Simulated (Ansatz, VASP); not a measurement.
One calculation of Mo, two programs

```
Mo
1.0
    -1.58030    1.58030    1.58030
     1.58030   -1.58030    1.58030
     1.58030    1.58030   -1.58030
Mo
1
Direct
  0.00000 0.00000 0.00000
```

Alike in both runs: functional PBE; k mesh 18 × 18 × 18; occupations gaussian, width 0.1 eV; no spin polarisation.

Ansatz relaxed the structure, and its values are those at the end. VASP's run is a single point on that final structure, the one shown.

```csv
,VASP,Ansatz
version,VASP 6.6.1,Ansatz 0.2.0
potentials or method,"VASP PAW PBE potentials, release 64 (Mo_sv), cutoff 500 eV","scalar-relativistic, plane waves, PAW"
valence electrons in the cell,14,14
```

Ansatz gave:

* gap on the k mesh at the Fermi level (eV): none
* pressure (GPa): 0.0

What did VASP give for the same quantities?

gap on the k mesh at the Fermi level (eV): none; pressure (GPa): 0.5.

A gap of «none» marks a metal or a gap that the smearing closes. With one functional, cell and mesh, what is left measures potentials, basis and numerics.
